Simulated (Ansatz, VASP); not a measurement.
# CsSnI3: VASP beside Ansatz

INCAR

```
SYSTEM = CsSnI3
PREC = Accurate
ENCUT = 520
EDIFF = 1E-6
ISMEAR = 0
SIGMA = 0.03
LREAL = .FALSE.
LASPH = .TRUE.
NELM = 100
ALGO = Normal
ISIF = 2
LWAVE = .FALSE.
LCHARG = .FALSE.
GGA = PS
NBANDS = 30
```

KPOINTS

```
regular mesh
0
G
  6 6 6
  0 0 0
```

Contents of POSCAR:

```
CsSnI3
1.0
    5.9574720000      0.0000000000      0.0000000000
    0.0000000000      5.9574720000      0.0000000000
    0.0000000000      0.0000000000      5.7092440000
Cs Sn I
1 1 3
Direct
    0.0000000000      0.0000000000      0.0000000000
    0.5000000000      0.5000000000      0.5000000000
    0.0000000000      0.5000000000      0.5000000000
    0.5000000000      0.0000000000      0.5000000000
    0.5000000000      0.5000000000      0.0000000000
```

Input for Ansatz:

```yaml
crystal:
  lattice:
    - [5.957472, 0.0, 0.0]
    - [0.0, 5.957472, 0.0]
    - [0.0, 0.0, 5.709244]
  atoms:
    - { symbol: Cs, position: [0.0, 0.0, 0.0] }
    - { symbol: Sn, position: [0.5, 0.5, 0.5] }
    - { symbol: I, position: [0.0, 0.5, 0.5] }
    - { symbol: I, position: [0.5, 0.0, 0.5] }
    - { symbol: I, position: [0.5, 0.5, 0.0] }
basis:
  ecutwfc: 420
kpoints:
  mp_grid: { grid: [6, 6, 6] }
hamiltonian:
  xc: pbesol
scf:
  occupations: { method: gaussian, width: 0.03 }
output:
  forces: true
  stress: true
  eigenvalues: true
```

Change from the starting cell: strain -0.040 along x and y, -0.080 along z, atoms carried along.

Alike in both runs: task single point; functional PBEsol; k mesh 6 × 6 × 6; occupations gaussian, width 0.03 eV; no spin polarisation.

|  | VASP | Ansatz |
| --- | --- | --- |
| version | VASP 6.6.1 | Ansatz 0.2.0 |
| potentials or method | VASP PAW PBE potentials, release 64 (Cs_sv, Sn_d, I), cutoff 520 eV | scalar-relativistic, plane waves, PAW |
| valence electrons in the cell | 44 | 74 |

```tsv
	VASP	Ansatz	Ansatz less VASP
gap on the k mesh at the Fermi level (eV)	none	none	-
pressure (GPa)	3.3	3.3	-0.01
traceless stress, the component that is largest in VASP (GPa)	2.02	2.02	-0.001
```

VASP's potentials were made for PBE, not for PBEsol. A gap of «none» marks a metal or a gap that the smearing closes. VASP's potentials hold 44 valence electrons a cell and Ansatz's 74, so a difference there can come from the potentials and not from the codes.

Neither program's run includes spin-orbit coupling.
